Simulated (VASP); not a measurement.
The system is Be4Se3.

```xyz
7
Lattice="4.7403 0.0000 0.0000 0.0000 4.7403 0.0000 0.0000 0.0000 4.9062" Properties=species:S:1:pos:R:3 pbc="T T T"
Be    1.2111    1.2111    1.2743
Be    3.5292    3.5292    1.2743
Be    3.5292    1.2111    3.6320
Be    1.2111    3.5292    3.6320
Se    0.0000    0.0000    0.0000
Se    0.0000    0.0000    2.4531
Se    2.3701    2.3701    0.0000
```

The cell was generated, and may not be a known phase.

| Property | Result |
| --- | --- |
| Program | VASP 6.6.1 |
| Task | relaxation of cell and atoms |
| Functional | PBE |
| Potentials or basis | VASP PAW PBE potentials, release 64 (Be, Se) |
| Cutoff | 600 eV |
| k mesh | 4 × 4 × 3 |
| Occupations | gaussian, width 0.2 eV |
| Spin | no spin polarisation |

At the start: pressure 21.8 GPa; volume 15.75 Å³/atom.

Problem. How do energy, volume and symmetry change on relaxing?

Solution. Over 18 steps the energy falls by 464.9 meV/atom and the volume is 20.44 Å³/atom (+29.8 %); space group P-42m (No. 111, to 0.1 Å) before and after.

The path:
```
step  energy change (eV)  largest force (eV/Å)  pressure (GPa)  volume (Å³)
   1              0.0000                0.3079           21.81       110.24
   2             -2.2418                0.8120           -3.77       147.20
   3             -2.3418                0.5263           -1.22       138.81
   4             -2.3423                0.5122           -0.99       138.21
   5             -2.4494                0.5763           -0.26       136.33
   6             -2.7430                0.8296            2.83       130.55
   7             -2.1963                1.0912           11.65       118.31
   8             -2.7844                0.8712            4.31       128.03
   9             -2.8263                0.8612            4.24       128.28
  10             -2.9147                0.7910            4.00       129.00
  11             -2.8950                0.5269            3.79       130.20
  12             -2.9397                0.6936            3.86       129.55
  13             -3.0064                0.6353            3.02       131.39
  14             -3.1439                0.4913            0.79       137.00
  15             -3.1741                0.3398           -2.54       148.68
  16             -3.1978                0.3747           -1.41       144.08
  17             -3.2361                0.2231           -0.86       143.63
  18             -3.2546                0.0588           -0.12       143.06
```

Final structure:
```xyz
7
Lattice="4.7688 0.0000 0.0000 0.0000 4.7688 0.0000 0.0000 0.0000 6.2906" Properties=species:S:1:pos:R:3 pbc="T T T"
Be    1.1156    1.1156    1.4193
Be    3.6532    3.6532    1.4193
Be    3.6532    1.1156    4.8712
Be    1.1156    3.6532    4.8712
Se    0.0000    0.0000    0.0000
Se    0.0000    0.0000    3.1453
Se    2.3844    2.3844    0.0000
```

Caveat: the k points lie up to 0.33 Å⁻¹ apart in the final cell, too coarse for converged energies and pressures of a metal; the volume moved by over 15 % at a fixed basis, so the end points are rough; the relaxation stopped at a loose force limit of 0.08 eV/Å, so its end isn't a converged minimum.
